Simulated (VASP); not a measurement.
Write the native input for VASP 6.6.1 that does the following.

| Property | Result |
| --- | --- |
| Task | single point |
| Functional | PBE |
| Dispersion | D3(BJ) |
| Potentials or basis | VASP PAW PBE potentials, release 64 (Ca_sv, F) |
| Cutoff | 520 eV |
| k mesh | 2 × 3 × 1 |
| Occupations | gaussian, width 0.05 eV |
| Spin | no spin polarisation |
| Dipole correction | yes |
| Further INCAR settings | ALGO = Normal; EDIFF = 1e-06; NBANDS = 114; NELMDL = -8 |

The structure of CaF2 lies in POSCAR:

```
CaF2
1.0
    7.7347822766      0.0000000000      0.0000000000
    0.0000000000      5.4693169988      0.0000000000
    0.0000000000      0.0000000000     25.6721867075
Ca F
8 16
Direct
    0.2500000000      0.5000000000      0.3116212924
    0.7500000000      0.5000000000      0.3116212924
    0.5000000000      0.0000000000      0.3869438814
    0.0000000000      0.0000000000      0.3869438814
    0.7505821493      0.5030207690      0.4647804053
    0.2498819111      0.4960722455      0.4656669115
    0.0034508955     -0.0032312140      0.5324481208
    0.4924146233     -0.0090234895      0.5338800987
    0.5000000000      0.7500000000      0.3116212924
    0.0000000000      0.7500000000      0.3116212924
    0.5000000000      0.2500000000      0.3116212924
    0.0000000000      0.2500000000      0.3116212924
    0.7500000000      0.2500000000      0.3869438814
    0.2500000000      0.2500000000      0.3869438814
    0.7500000000      0.7500000000      0.3869438814
    0.2500000000      0.7500000000      0.3869438814
    0.0023883433      0.7462342690      0.4616275158
    0.4971344688      0.7445958341      0.4620151525
   -0.0045920356      0.2481014057      0.4620646354
    0.5058694814      0.2460489546      0.4639032472
    0.2458540028      0.2324406856      0.5362667056
    0.7620088483      0.2571227940      0.5430615725
    0.2475334686      0.7550054985      0.5388724860
    0.7506363397      0.7759305882      0.5353294475
```

The input as run:

INCAR

```
SYSTEM = CaF2
  PREC = Accurate
  ENCUT = 520
  EDIFF = 1E-6
  ISMEAR = 0
  SIGMA = 0.05
  LREAL = .False.
  LASPH = .True.
  NELM = 120
  ALGO = Normal
  ISIF = 2
  LWAVE = .False.
  LCHARG = .True.
  LDIPOL = .True.
  IDIPOL = 3
  DIPOL = 0.5 0.5 0.425
  GGA = PE
  IVDW = 12
  LELF = .True.
  LVHAR = .True.
  LVACPOTAV = .True.
  NBANDS = 114
  GGA_COMPAT = .False.
  NELMDL = -8
```

KPOINTS

```
Automatic mesh
0
Gamma
  2 3 1
  0 0 0
```

Potentials or basis: VASP PAW PBE potentials, release 64 (Ca_sv, F).

Launch:

```console
$ cat potpaw_PBE.64/Ca_sv/POTCAR potpaw_PBE.64/F/POTCAR > POTCAR
$ mpirun -np 1 vasp_std > vasp.out
```

Results of the run:

```
Largest force              : 1.297 eV/Å
Band gap on the k mesh     : 4.75 eV
Dispersion energy per atom : -0.110 eV
```

It took 19 min on 1 thread of AMD EPYC 7R13 Processor (Zen 3), with other jobs on the host, peak memory 1.1 GiB.
